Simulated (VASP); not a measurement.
Se: single point with HSE06

The system is Se.

```xyz
1
Lattice="0.0000 2.1703 2.1703 2.1703 0.0000 2.1703 2.1703 2.1703 0.0000" Properties=species:S:1:pos:R:3 pbc="T T T"
Se    0.0000    0.0000    0.0000
```

This isn't the form of Se at room conditions, which is trigonal, of chains.

- Program: VASP 6.6.1
- Task: single point
- Functional: HSE06
- Potentials or basis: VASP PAW PBE potentials, release 64 (Se)
- Cutoff: 520 eV
- k mesh: 6 × 6 × 6
- Occupations: fermi-dirac, width 0.1 eV
- Spin: no spin polarisation

| Property | Result |
| --- | --- |
| Pressure | -4.1 GPa |
| Band gap on the k mesh | zero (bands 3 and 4 overlap by 5.78 eV) |

Levels at points of the mesh, in eV from the Fermi level:
```tsv
k point	band 1	band 2	band 3	band 4	band 5	band 6	band 7	band 8
(0.00, 0.00, 0.00)	-17.81	3.55	3.55	3.55	11.94	12.90	12.90	12.90
(0.50, 0.00, 0.00)	-14.26	-7.57	2.06	2.06	9.18	11.95	11.95	15.05
(0.50, 0.50, 0.00)	-12.86	-6.61	-1.01	-1.01	5.49	6.47	23.97	24.73
```

It took 7 min on 1 thread of Intel(R) Xeon(R) Platinum 8259CL CPU @ 2.50GHz (Skylake/Cascade Lake), with other jobs on the host, peak memory 0.24 GiB.

Caveat: the k points lie up to 0.42 Å⁻¹ apart, too coarse for converged energies and pressures of a metal; the PAW data sets were made with another functional, which shifts forces and pressure a little.
